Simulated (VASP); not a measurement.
# Cl (Pm-3m) in VASP: a series of runs

The runs below take Cl through single point, relaxation of cell and atoms, with LDA.

Program: VASP 6.6.1. These are calculated values, not measurements. Logs are shortened: lines on timing, memory, paths and dates and some standing lists are left out, and cuts for length are marked.

## 1. The cell of the first run

It takes space group Pm-3m (No. 221, cubic). The conventional cell has a = 2.746 Å, b = 2.746 Å, c = 2.746 Å, α = 90.00°, β = 90.00°, γ = 90.00°. Within 3.6 Å of Cl (site symmetry m-3m) lie 6 Cl at 2.75 Å.

## 2. Single point, LDA

Contents of INCAR:

```
PREC = Accurate ; ENCUT = 520
EDIFF = 1E-7 ; ISMEAR = -1
SIGMA = 0.08 ; LREAL = F
LASPH = T ; NELM = 100
ALGO = Normal ; ISIF = 2
LWAVE = F ; LCHARG = T
LELF = T ; LVHAR = T
NBANDS = 10
```

Contents of KPOINTS:

```
Automatic mesh
0
Gamma
  15 15 15
```

Contents of POSCAR:

```
Cl
1.0
    2.7458931992      0.0000000000      0.0000000000
    0.0000000000      2.7458931992      0.0000000000
    0.0000000000      0.0000000000      2.7458931992
Cl
1
Direct
    0.0000000000      0.0000000000      0.0000000000
```

Potentials or basis: VASP PAW LDA potentials, release 64 (Cl).

Run with:

```
cat potpaw_LDA.64/Cl/POTCAR > POTCAR
mpirun -np 1 vasp_std > vasp.out
```

OUTCAR:

```text
PREC = Accurate
   ENCUT = 520
   EDIFF = 1E-7
   ISMEAR = -1
   LREAL = F
   LASPH = T
   NELM = 100
   ISIF = 2

 ion  position               nearest neighbor table
   1  0.000  0.000  0.000-

  LATTYP: Found a simple cubic cell.
 ALAT       =     2.7458931992

  Lattice vectors:

 A1 = (   2.7458931992,   0.0000000000,   0.0000000000)
 A2 = (   0.0000000000,   2.7458931992,   0.0000000000)
 A3 = (   0.0000000000,   0.0000000000,   2.7458931992)

Analysis of symmetry for initial positions (statically):
=====================================================================
 Subroutine PRICEL returns:
 Original cell was already a primitive cell.

 Routine SETGRP: Setting up the symmetry group for a
 simple cubic supercell.

 Subroutine GETGRP returns: Found 48 space group operations
 (whereof 48 operations were pure point group operations)
 out of a pool of 48 trial point group operations.

The static configuration has the point symmetry O_h .

Analysis of symmetry for dynamics (positions and initial velocities):
=====================================================================
 Subroutine PRICEL returns:
 Original cell was already a primitive cell.

 Routine SETGRP: Setting up the symmetry group for a
 simple cubic supercell.

 Subroutine GETGRP returns: Found 48 space group operations
 (whereof 48 operations were pure point group operations)
 out of a pool of 48 trial point group operations.

The dynamic configuration has the point symmetry O_h .

 Subroutine INISYM returns: Found 48 space group operations
 (whereof 48 operations are pure point group operations),
 and found     1 'primitive' translations

----------------------------------------------------------------------------------------

                                     Primitive cell

  volume of cell :      20.7038

  direct lattice vectors                    reciprocal lattice vectors
     2.745893199  0.000000000  0.000000000     0.364180224  0.000000000  0.000000000
     0.000000000  2.745893199  0.000000000     0.000000000  0.364180224  0.000000000
     0.000000000  0.000000000  2.745893199     0.000000000  0.000000000  0.364180224

  length of vectors
     2.745893199  2.745893199  2.745893199     0.364180224  0.364180224  0.364180224

  position of ions in fractional coordinates (direct lattice)
     0.000000000  0.000000000  0.000000000

  ion indices of the primitive-cell ions
   primitive index   ion index
                 1           1

----------------------------------------------------------------------------------------

 KPOINTS: Automatic mesh

Automatic generation of k-mesh.
 Grid dimensions read from file:
 generate k-points for:   15   15   15

 Generating k-lattice:

  Cartesian coordinates                     Fractional coordinates (reciprocal lattice)
     0.024278682  0.000000000  0.000000000     0.066666667  0.000000000  0.000000000
     0.000000000  0.024278682  0.000000000     0.000000000  0.066666667  0.000000000
     0.000000000  0.000000000  0.024278682     0.000000000  0.000000000  0.066666667

  Length of vectors
     0.024278682  0.024278682  0.024278682

  Shift w.r.t. Gamma in fractional coordinates (k-lattice)
     0.000000000  0.000000000  0.000000000

 Subroutine IBZKPT returns following result:
 ===========================================

 Found    120 irreducible k-points:

 Following reciprocal coordinates:
            Coordinates               Weight
  0.000000  0.000000  0.000000      1.000000
  0.066667  0.000000  0.000000      6.000000
  0.133333  0.000000  0.000000      6.000000
  0.200000  0.000000  0.000000      6.000000
  0.266667  0.000000  0.000000      6.000000
  0.333333  0.000000  0.000000      6.000000
[... 16 lines left out ...]
  0.266667  0.200000  0.000000     24.000000
  0.333333  0.200000  0.000000     24.000000
 [... further k-points ...]
   k-points           NKPTS =    120   k-points in BZ     NKDIM =    120   number of bands    NBANDS=     10
   number of dos      NEDOS =    301   number of ions     NIONS =      1
   total plane-waves  NPLWV =   8000
   dimension x,y,z NGX =    20 NGY =   20 NGZ =   20
   dimension x,y,z NGXF=    40 NGYF=   40 NGZF=   40
   ions per type =               1
   NGX,Y,Z   is equivalent  to a cutoff of  12.11, 12.11, 12.11 a.u.
   NGXF,Y,Z  is equivalent  to a cutoff of  24.22, 24.22, 24.22 a.u.
 SYSTEM =  unknown system
   PREC   = accura    normal or accurate (medium, high low for compatibility)
   ISTART =      0    job   : 0-new  1-cont  2-samecut
   ICHARG =      2    charge: 1-file 2-atom 10-const
   ISPIN  =      1    spin polarized calculation?
   LNONCOLLINEAR =      F non collinear calculations
   LSORBIT =      F    spin-orbit coupling
   LASPH  =      T    aspherical Exc in radial PAW
   ENCUT  =  520.0 eV  38.22 Ry    6.18 a.u.   5.11  5.11  5.11*2*pi/ulx,y,z
   NELM   =    100;   NELMIN=  2; NELMDL= -5     # of ELM steps
   EDIFF  = 0.1E-06   stopping-criterion for ELM
   LREAL  =      F    real-space projection
   EDIFFG = 0.1E-05   stopping-criterion for IOM
   NSW    =      0    number of steps for IOM
   IBRION =     -1    ionic relax: 0-MD 1-quasi-New 2-CG
   NFREE  =      0    steps in history (QN), initial steepest desc. (CG)
   ISIF   =      2    stress and relaxation
   ISYM   =      2    0-nonsym 1-usesym 2-fastsym
   POTIM  = 0.5000    time-step for ionic-motion
   TEBEG  =    0.0;   TEEND  =   0.0 temperature during run
   PSTRESS=    0.0 pullay stress
   NELECT =       7.0000    total number of electrons
   NUPDOWN=      -1.0000    fix difference up-down
   EMIN   =  10.00;   EMAX   =-10.00  energy-range for DOS
   EFERMI =   0.00;   METHOD = LEGACY
   ISMEAR =    -1;   SIGMA  =   0.08  broadening in eV -4-tet -1-fermi 0-gaus
   EFERMI_NEDOS =   21; number of points for ismear=-14 and -15
   IALGO  =     38    algorithm
   IMIX   =      4    mixing-type and parameters
     AMIX     =   0.40;   BMIX     =  1.00
     AMIX_MAG =   1.60;   BMIX_MAG =  1.00
  volume/ion in A,a.u.               =      20.70       139.72
  Fermi-wavevector in a.u.,A,eV,Ry     =   1.140488  2.155209 17.697258  1.300712
  Thomas-Fermi vector in A             =   2.277189
   LORBIT       =      0    0 simple, 1 ext, 2 COOP (PROOUT), +10 PAW based schemes
   GGA     = CA    functional components
   LHFCALC =     F    Hartree Fock is set to
   AEXX    =    0.0000 exact exchange contribution
   IVDW    =     0    specifies the selected vdW correction
   LEPSILON=     F    determine dielectric tensor
   LRPA    =     F    only Hartree local field effects (RPA)
 non-spin polarized calculation
  energy-cutoff  :      520.00
  volume of cell :       20.70
 maximum number of plane-waves:       587
   NGX = 11   NGY = 11   NGZ = 11

 number of electron       7.0000003 magnetization

 Free energy of the ion-electron system (eV)
  ---------------------------------------------------
  ext. energy  EPLUGINS =         0.00000000
  ---------------------------------------------------
  free energy    TOTEN  =        -1.77324983 eV

  energy without entropy =       -1.75020905  energy(sigma->0) =       -1.76172944

 E-fermi :   2.7372     XC(G=0):  -9.9554

 val. band max:        2.7176911373   @ k =   0.2667   0.1333   0.0667
 cond. band min:       2.7706008062   @ k =   0.4667   0.3333   0.1333
 fundamental gap:      0.0529096689
 Fermi energy:         2.7371963471

 k-point     1 :       0.0000    0.0000    0.0000
  band No.  band energies     occupation
      1     -13.8864      2.00000
      2       2.5562      1.81144
      3       2.5562      1.81144
      4       2.5562      1.81144
      5      10.8039      0.00000
      6      12.3902      0.00000
      7      12.3902      0.00000
      8      24.1624      0.00000
      9      24.1624      0.00000
     10      24.1624      0.00000

 k-point     2 :       0.0667    0.0000    0.0000
  band No.  band energies     occupation
      1     -13.8365      2.00000
      2       2.1628      1.99848
      3       2.5860      1.73740
      4       2.5860      1.73740
      5      10.9991      0.00000
      6      12.4484      0.00000
      7      12.7656      0.00000
      8      23.5450      0.00000
      9      23.5450      0.00000
     10      24.1946      0.00000

 k-point     3 :       0.1333    0.0000    0.0000
  band No.  band energies     occupation
      1     -13.6907      2.00000
      2       1.1967      2.00000
      3       2.6715      1.38878
      4       2.6715      1.38878
      5      11.3843      0.00000
      6      12.6184      0.00000
      7      13.8469      0.00000
      8      22.3054      0.00000
      9      22.3054      0.00000
     10      24.2869      0.00000

 k-point     4 :       0.2000    0.0000    0.0000
  band No.  band energies     occupation
      1     -13.4620      2.00000
      2       0.0074      2.00000
      3       2.8017      0.61736
      4       2.8017      0.61736
      5      11.8384      0.00000
      6      12.8868      0.00000
      7      15.2851      0.00000
      8      21.0006      0.00000
      9      21.0006      0.00000
     10      24.4275      0.00000

 k-point     5 :       0.2667    0.0000    0.0000
  band No.  band energies     occupation
      1     -13.1751      2.00000
      2      -1.1717      2.00000
      3       2.9580      0.11907
      4       2.9580      0.11907
      5      12.3876      0.00000
      6      13.2273      0.00000
      7      16.5220      0.00000
      8      19.8263      0.00000
      9      19.8263      0.00000
     10      24.6462      0.00000

 k-point     6 :       0.3333    0.0000    0.0000
  band No.  band energies     occupation
      1     -12.8700      2.00000
      2      -2.1983      2.00000
      3       3.1149      0.01765
      4       3.1149      0.01765
      5      13.0415      0.00000
      6      13.5948      0.00000
      7      16.9909      0.00000
      8      18.8741      0.00000
      9      18.8741      0.00000
     10      24.7652      0.00000

 k-point     7 :       0.4000    0.0000    0.0000
  band No.  band energies     occupation
      1     -12.6046      2.00000
      2      -2.9643      2.00000
      3       3.2432      0.00357
      4       3.2432      0.00357
      5      13.7740      0.00000
      6      13.9203      0.00000
      7      16.6641      0.00000
      8      18.2036      0.00000
      9      18.2036      0.00000
     10      24.1903      0.00000

 k-point     8 :       0.4667    0.0000    0.0000
  band No.  band energies     occupation
      1     -12.4466      2.00000
      2      -3.3776      2.00000
      3       3.3158      0.00144
      4       3.3158      0.00144
      5      14.1171      0.00000
      6      14.4509      0.00000
      7      16.0685      0.00000
      8      17.8568      0.00000
      9      17.8568      0.00000
     10      23.6561      0.00000

 k-point     9 :       0.0667    0.0667    0.0000
  band No.  band energies     occupation
      1     -13.7866      2.00000
      2       2.1732      1.99827
      3       2.2170      1.99700
      4       2.6157      1.64081
      5      11.2050      0.00000
      6      12.6776      0.00000
      7      12.9501      0.00000
      8      22.9278      0.00000
      9      23.3791      0.00000
     10      23.8189      0.00000
[... 118 lines left out ...]
 k-point    19 :       0.3333    0.1333    0.0000
  band No.  band energies     occupation
      1     -12.6810      2.00000
      2      -2.0157      2.00000
      3       1.9085      1.99994
      4       3.2206      0.00474
      5      13.1990      0.00000
      6      14.3691      0.00000
      7      16.2645      0.00000
      8      19.0699      0.00000
      9      19.3001      0.00000
     10      23.2680      0.00000

 k-point    20 :       0.4000    0.1333    0.0000
  band No.  band energies     occupation
      1     -12.4178      2.00000
      2      -2.7747      2.00000
      3       2.0771      1.99948
      4       3.3465      0.00098
      5      13.5044      0.00000
      6      14.4618      0.00000
      7      16.0839      0.00000
      8      18.4125      0.00000
      9      19.2186      0.00000
     10      23.4521      0.00000

 k-point    21 :       0.4667    0.1333    0.0000
  band No.  band energies     occupation
      1     -12.2612      2.00000
      2      -3.1843      2.00000
      3       2.1737      1.99826
      4       3.4176      0.00040
      5      13.5944      0.00000
      6      14.5642      0.00000
      7      16.0483      0.00000
      8      18.0713      0.00000
      9      18.9744      0.00000
     10      23.5592      0.00000

 k-point    22 :       0.2000    0.2000    0.0000
  band No.  band energies     occupation
      1     -13.0433      2.00000
      2       0.2727      2.00000
      3       0.4337      2.00000
      4       3.0386      0.04518
      5      12.6422      0.00000
      6      14.4167      0.00000
      7      16.3867      0.00000
      8      18.6922      0.00000
      9      20.9590      0.00000
     10      21.9827      0.00000

 k-point    23 :       0.2667    0.2000    0.0000
  band No.  band energies     occupation
      1     -12.7608      2.00000
      2      -0.8018      2.00000
      3       0.5843      2.00000
      4       3.1890      0.00703
      5      12.8374      0.00000
      6      14.3280      0.00000
      7      17.1723      0.00000
      8      18.8869      0.00000
      9      20.1599      0.00000
     10      21.8888      0.00000

 k-point    24 :       0.3333    0.2000    0.0000
  band No.  band energies     occupation
      1     -12.4608      2.00000
      2      -1.8042      2.00000
      3       0.8151      2.00000
      4       3.3397      0.00107
      5      12.7098      0.00000
      6      14.3476      0.00000
      7      17.3911      0.00000
      8      19.2937      0.00000
      9      19.6026      0.00000
     10      22.0811      0.00000

 [... further k-points ...]
[... 5 lines left out ...]
  --------------------------------------------------------------------------------------
  -------------------------------------------------------------------------------------
  Total       -0.0031163     -0.0031163     -0.0031163      0.0000000     -0.0000000     -0.0000000
  in kB       -0.2411542     -0.2411542     -0.2411542      0.0000000     -0.0000000     -0.0000000
  external PRESSURE =      -0.2411542 kB  Pullay stress =       0.0000000 kB

 VOLUME and BASIS-vectors are now :
 -----------------------------------------------------------------------------
  energy-cutoff  :      520.00
  volume of cell :       20.70
      direct lattice vectors                 reciprocal lattice vectors
     2.745893199  0.000000000  0.000000000     0.364180224  0.000000000  0.000000000
     0.000000000  2.745893199  0.000000000     0.000000000  0.364180224  0.000000000
     0.000000000  0.000000000  2.745893199     0.000000000  0.000000000  0.364180224

 POSITION                                       TOTAL-FORCE (eV/Angst)
 -----------------------------------------------------------------------------------
      0.00000      0.00000      0.00000         0.000000      0.000000      0.000000
 -----------------------------------------------------------------------------------
    total drift:                                0.000000      0.000000      0.000000

  FREE ENERGIE OF THE ION-ELECTRON SYSTEM (eV)
  ---------------------------------------------------
  free  energy   TOTEN  =        -1.7732498320 eV

  energy  without entropy=       -1.7502090540  energy(sigma->0) =       -1.76172944
```

Wall time 18 s (1 thread of Intel Xeon 8259CL, shared host); peak memory 0.13 GiB.

What came out:

```yaml
Free_energy: -1.7732 eV
Pressure: 0.0 GPa
Band_gap_on_the_k_mesh: zero (an odd number of electrons rules out a gap without spin polarisation)
```

Caveat: an odd number of electrons without spin polarisation forces a metal; a magnetic or distorted state may lie lower.

## 3. Relaxation of cell and atoms, LDA

This run uses another cell than the first one, of 23.76 Å³/atom.

Contents of INCAR:

```
PREC     = Accurate       # precision mode
ENCUT    = 600            # plane-wave cutoff, eV
EDIFF    = 1E-6           # SCF threshold, eV
ISMEAR   = -1             # smearing method
SIGMA    = 0.08           # smearing width, eV
LREAL    = F              # projectors in reciprocal space
LASPH    = T              # aspherical terms in the spheres
NELM     = 60             # most SCF steps
ALGO     = Normal         # electronic algorithm
ISIF     = 3              # what is computed and relaxed
LWAVE    = F              # write WAVECAR
LCHARG   = F              # write CHGCAR
GGA      = CA             # functional
IBRION   = 2              # ionic algorithm
NSW      = 60             # ionic steps
EDIFFG   = -0.005         # ionic threshold
```

KPOINTS is that of step 2.

Contents of POSCAR:

```
Cl
1.0
    2.8748519142      0.0000000000      0.0000000000
    0.0000000000      2.8748519142      0.0000000000
    0.0000000000      0.0000000000      2.8748519142
Cl
1
Direct
    0.0000000000      0.0000000000      0.0000000000
```

Potentials or basis: VASP PAW LDA potentials, release 64 (Cl).

Run with:

```
cat potpaw_LDA.64/Cl/POTCAR > POTCAR
mpirun -np 1 vasp_std > vasp.out
```

Wall time 39 s (1 thread of Intel Xeon 8259CL, shared host); peak memory 0.14 GiB.

It converged, with:

| Item | Value |
| --- | --- |
| Free energy | -1.7734 eV |
| Relaxed volume | 20.71 Å³/atom |
| Relaxed cell | a = 2.746 Å, b = 2.746 Å, c = 2.746 Å, α = 90.00°, β = 90.00°, γ = 90.00° |
| Space group after relaxing (to 0.1 Å) | Pm-3m (No. 221) |
| Energy gained by relaxing | 56.5 meV/atom |
| Ionic steps | 5 |
| Pressure after relaxing | 0.0 GPa |
| Band gap on the k mesh | zero (an odd number of electrons rules out a gap without spin polarisation) |

The path:
```tsv
step	energy change (eV)	largest force (eV/Å)	pressure (GPa)	volume (Å³)
1	0.0000	0.0000	-5.18	23.76
2	-0.0546	0.0000	-1.19	21.21
3	-0.0565	0.0000	-0.05	20.74
4	-0.0565	0.0000	0.07	20.69
5	-0.0565	0.0000	0.03	20.71
```

Final structure:
```xyz
1
Lattice="2.7462 0.0000 0.0000 0.0000 2.7462 0.0000 0.0000 0.0000 2.7462" Properties=species:S:1:pos:R:3 pbc="T T T"
Cl    2.7462    0.0000    0.0000
```

Levels at points of the mesh, in eV from the Fermi level:
```csv
k point,band 1,band 2,band 3,band 4,band 5,band 6,band 7
"(0.00, 0.00, 0.00)",-16.62,-0.18,-0.18,-0.18,8.07,9.65,9.65
```

Caveat: an odd number of electrons without spin polarisation forces a metal; a magnetic or distorted state may lie lower.

The gap in the log of VASP goes by the Fermi energy; the results here count the filled bands.